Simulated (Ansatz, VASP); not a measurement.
## SnO2: VASP beside Ansatz

```
Sn O
1.0
    -2.14168    2.14168    4.85176
     2.14168   -2.14168    4.85176
     2.14168    2.14168   -4.85176
Sn O
2 4
Cartesian
  0.0000 2.1417 2.4259
  0.0000 0.0000 0.0000
  0.0000 0.0000 7.6822
  0.0000 2.1417 4.4472
  0.0000 0.0000 2.0213
  0.0000 2.1417 0.4046
```

Alike in both runs: functional PBEsol; k mesh 10 × 10 × 10; occupations gaussian, width 0.05 eV; no spin polarisation.

Ansatz relaxed the structure, and its values are those at the end. VASP's run is a single point on that final structure, the one shown.

|  | VASP | Ansatz |
| --- | --- | --- |
| version | VASP 6.6.1 | Ansatz 0.2.0 |
| potentials or method | VASP PAW PBE potentials, release 64 (Sn_d, O), cutoff 520 eV | scalar-relativistic, plane waves, PAW |
| valence electrons in the cell | 52 | 52 |

|  | VASP | Ansatz | Ansatz less VASP |
| --- | --- | --- | --- |
| gap on the k mesh at the Fermi level (eV) | 1.22 | 1.24 | +0.012 |
| least direct gap on the mesh (eV) | 1.64 | 1.65 | +0.011 |
| pressure (GPa) | -8.3 | -8.8 | -0.49 |
| rms of the force components (eV/Å) | 0.026 | 0.000 | -0.0262 |

VASP's potentials were made for PBE, not for PBEsol, and Ansatz warns of the same on its side. Ansatz's warnings: stress scf threshold loose.
